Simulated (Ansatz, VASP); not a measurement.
**CdTe: VASP beside Ansatz**

```xyz
2
Lattice="0.0000 3.2873 3.2873 3.2873 0.0000 3.2873 3.2873 3.2873 0.0000" Properties=species:S:1:pos:R:3 pbc="T T T"
Cd    0.0000    0.0000    0.0000
Te    1.6436    1.6436    1.6436
```

Alike in both runs: task single point; functional PBE; k mesh 10 × 10 × 10; occupations gaussian, width 0.05 eV; non-collinear spin, spin-orbit coupling.

|  | VASP | Ansatz |
| --- | --- | --- |
| version | VASP 6.6.1 | Ansatz 0.2.0 |
| potentials or method | VASP PAW PBE potentials, release 64 (Cd, Te), cutoff 520 eV | plane waves, PAW |
| valence electrons in the cell | 18 | 36 |

```tsv
	VASP	Ansatz	Ansatz less VASP
pressure (GPa)	0.9	0.8	-0.14
net moment per atom (μB)	0.00	0.00	0.000
```

The functional is the same, so the differences come from potentials, cutoffs and numerics. VASP's potentials hold 18 valence electrons a cell and Ansatz's 36, so a difference there can come from the potentials and not from the codes.
